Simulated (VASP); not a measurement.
A run of VASP 6.6.1 is set up as follows.

INCAR

```
ALGO = Fast
EDIFF = 1E-6
ENCUT = 520
GGA = PS
ISIF = 2
ISMEAR = 0
LASPH = True
LCHARG = False
LREAL = False
LWAVE = False
NBANDS = 38
NELM = 100
PREC = Accurate
SIGMA = 0.15
```

Contents of KPOINTS:

```
k-points
0
Gamma
  18 18 6
```

File POSCAR:

```
Rh
1.0
    2.5953000000      0.0000000000      0.0000000000
   -1.2976500000      2.2475957304      0.0000000000
    0.0000000000      0.0000000000      8.7275109659
Rh
4
Direct
    0.0000000000      0.0000000000      0.0000000000
    0.3333333333      0.6666666667      0.2500000000
    0.0000000000      0.0000000000      0.5000000000
    0.6666666667      0.3333333333      0.7500000000
```

Potentials or basis: VASP PAW PBE potentials, release 64 (Rh_pv).

Launch:

```console
$ cat potpaw_PBE.64/Rh_pv/POTCAR > POTCAR
$ mpirun -np 1 vasp_std > vasp.out
```

Task: What does it give for the band gap on the k mesh?

Result: Zero (bands 30 and 31 overlap by 2.32 eV).

Task: Predict the pressure.

Result: 21.3 GPa.

Stress tensor (GPa, compression positive):
```
26.13  0.00  0.00
 0.00 26.13  0.00
 0.00  0.00 11.77
```

Caveat: the cell stands under pressure; the PAW data sets were made with another functional, which shifts forces and pressure a little.
